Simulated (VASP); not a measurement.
# Si: single point with b88 exchange, pbesol correlation

Crystal: Si.

```
Si
1.0
     2.48416    0.00000    0.00000
    -1.24208    2.15135    0.00000
     0.00000    0.00000    2.33277
Si
1
Direct
  0.00000 0.00000 0.00000
```

This isn't the form of Si at room conditions, which is diamond.

```yaml
Program: VASP 6.6.1
Task: single point
Functional: b88 exchange, pbesol correlation
Potentials_or_basis: VASP PAW PBE potentials, release 64 (Si)
Cutoff: 500 eV
k_mesh: 15 × 15 × 14
Occupations: gaussian, width 0.01 eV
Spin: no spin polarisation
Dipole_correction: no
Further_INCAR_settings: ALGO = Normal; EDIFF = 1e-06; NBANDS = 8
```

| Property | Result |
| --- | --- |
| Pressure | 34.3 GPa |
| Band gap on the k mesh | zero (bands 2 and 3 overlap by 12.99 eV) |

Stress tensor (GPa, compression positive):
```
35.13  0.00  0.00
 0.00 35.13  0.00
 0.00  0.00 32.71
```

Levels at points of the mesh, in eV from the Fermi level:
```
           k point  band 1  band 2  band 3  band 4  band 5  band 6  band 7
(0.00, 0.00, 0.00)  -15.65    7.59    9.29   12.14   12.14   12.94   12.94
(0.00, 0.00, 0.50)   -9.91   -8.33   16.07   16.07   16.71   16.71   17.75
```

It took 6.5 s on 1 thread of Intel(R) Xeon(R) 6975P-C (Granite Rapids), on a shared host, peak memory 0.12 GiB.

Caveat: the cell stands under pressure; the PAW data sets were made with another functional, which shifts forces and pressure a little.
